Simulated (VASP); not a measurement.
Write the native input for VASP 6.6.1 that does the following.

```yaml
Task: electric field gradients
Functional: LDA
Potentials_or_basis: VASP PAW LDA potentials, release 64 (Ta_pv, S)
Cutoff: 400 eV
k_mesh: 9 × 9 × 5
Occupations: fermi-dirac, width 0.03 eV
Spin: no spin polarisation
Dipole_correction: no
Further_INCAR_settings: ALGO = Normal; EDIFF = 1e-08; NBANDS = 18
```

The structure of TaS2 lies in POSCAR:

```
TaS2
1.0
    3.3500021206      0.0000000000      0.0000000000
   -1.6750010603      2.9011869392      0.0000000000
    0.0000000000      0.0000000000      5.8014000000
Ta S
1 2
Direct
    0.0000000000      0.0000000000      0.0000000000
    0.3333333333      0.6666666667      0.2500000000
    0.6666666667      0.3333333333      0.7500000000
```

This cell differs from its parent crystal: zz strain of -1 %.

One way to write it, as run:

INCAR

```
SYSTEM = TaS2
PREC = Accurate
ENCUT = 400
EDIFF = 1E-8
ISMEAR = -1
SIGMA = 0.03
LREAL = .False.
LASPH = .True.
NELM = 120
ALGO = Normal
ISIF = 2
LWAVE = .False.
LCHARG = .False.
GGA = CA
LEFG = .True.
NBANDS = 18
GGA_COMPAT = .False.
```

KPOINTS

```
regular mesh
0
Gamma
  9 9 5
  0 0 0
```

Potentials or basis: VASP PAW LDA potentials, release 64 (Ta_pv, S).

Command:

```sh
$ cat potpaw_LDA.64/Ta_pv/POTCAR potpaw_LDA.64/S/POTCAR > POTCAR
$ mpirun -np 1 vasp_std > vasp.out
```

Results of the run:

```yaml
Pressure: 3.2 GPa
Largest_force: 1.065 eV/Å
```

Caveat: the cell differs from its parent crystal (zz strain of -1 %); without QUAD_EFG the Cq values of the log hold for a quadrupole moment of 1 mb, not for the nuclei; forces of over 1 eV/Å act on the atoms, so gaps and moduli don't describe the material at rest.

Wall time 27 s on 1 thread of Intel(R) Xeon(R) Platinum 8259CL CPU @ 2.50GHz (Skylake/Cascade Lake) (shared host), peak memory 0.16 GiB.
